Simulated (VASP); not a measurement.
A run of VASP 6.6.1:

INCAR

```
PREC     = Accurate       # precision mode
ENCUT    = 520            # plane-wave cutoff, eV
EDIFF    = 1E-7           # SCF threshold, eV
ISMEAR   = 0              # smearing method
SIGMA    = 0.15           # smearing width, eV
LREAL    = False          # projectors in reciprocal space
LASPH    = True           # aspherical terms in the spheres
NELM     = 100            # most SCF steps
ALGO     = Fast           # electronic algorithm
ISIF     = 2              # what is computed and relaxed
LWAVE    = False          # write WAVECAR
LCHARG   = True           # write CHGCAR
GGA      = PS             # functional
LELF     = True           # ELF
LVHAR    = True         
NBANDS   = 30             # bands
```

Contents of KPOINTS:

```
regular mesh
0
Gamma
  24 24 6
```

The input POSCAR:

```
Cu
1.0
    2.5197984285      0.0000000000      0.0000000000
   -1.2598992143      1.9639885063      0.0000000000
    0.0000000000      0.0000000000      8.2352547795
Cu
4
Direct
    0.0000000000      0.0000000000      0.0000000000
    0.3333333333      0.6666666667      0.2500000000
    0.0000000000      0.0000000000      0.5000000000
    0.6666666667      0.3333333333      0.7500000000
```

Potentials or basis: VASP PAW PBE potentials, release 64 (Cu).

Launch:

```bash
$ cat potpaw_PBE.64/Cu/POTCAR > POTCAR
$ mpirun -np 1 vasp_std > vasp.out
```

Hardware: 1 thread of Oxide Virtual Turin-like Processor, with other jobs on the host.

Problem. How long does it take, and how much memory?

Solution. Run time: 18 min on 1 thread of Oxide Virtual Turin-like Processor (shared host), peak memory 0.57 GiB. Counts: scf iterations 17, k points 628.
